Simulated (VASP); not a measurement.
# RbAsPd3: single point with PBE

The system is RbAsPd3.

```
Rb As Pd
1.0
     4.86411    0.00000    0.00000
     0.00000    4.86411    0.00000
     0.00000    0.00000    4.86411
Rb As Pd
1 1 3
Cartesian
  0.0000 0.0000 0.0000
  2.4321 2.4321 2.4321
  0.0000 2.4321 2.4321
  2.4321 0.0000 2.4321
  2.4321 2.4321 0.0000
```

The cell was built from a structure type or drawn by symmetry, and may not be a known phase.

| Property | Result |
| --- | --- |
| Program | VASP 6.6.1 |
| Task | single point |
| Functional | PBE |
| Potentials or basis | VASP PAW PBE potentials, release 64 (Rb_sv, As, Pd) |
| Cutoff | 520 eV |
| k mesh | 4 × 4 × 4 |
| Occupations | gaussian, width 0.1 eV |
| Spin | no spin polarisation |
| Dipole correction | no |
| Further INCAR settings | ALGO = Normal; EDIFF = 1e-07; NBANDS = 30 |

The pressure is 0.2 GPa. The band gap on the k mesh is zero (bands 22 and 23 overlap by 1.43 eV).

Levels at points of the mesh, in eV from the Fermi level:
```
           k point  band 19  band 20  band 21  band 22  band 23  band 24  band 25  band 26
(0.00, 0.00, 0.00)    -1.58    -1.19    -1.19    -1.19    -0.91     2.59     2.82     2.82
(0.50, 0.00, 0.00)    -1.45    -1.30    -1.19    -0.09    -0.09     2.55     3.52     4.29
(0.50, 0.50, 0.00)    -1.54    -1.31    -0.10    -0.10     0.93     1.02     1.99     4.65
(0.50, 0.50, 0.50)    -1.10    -1.10     0.51     0.51     0.51     2.18     2.18     2.18
```

It took 18 s on 1 thread of Intel(R) Xeon(R) 6975P-C (Granite Rapids), with other jobs on the host, peak memory 0.21 GiB.
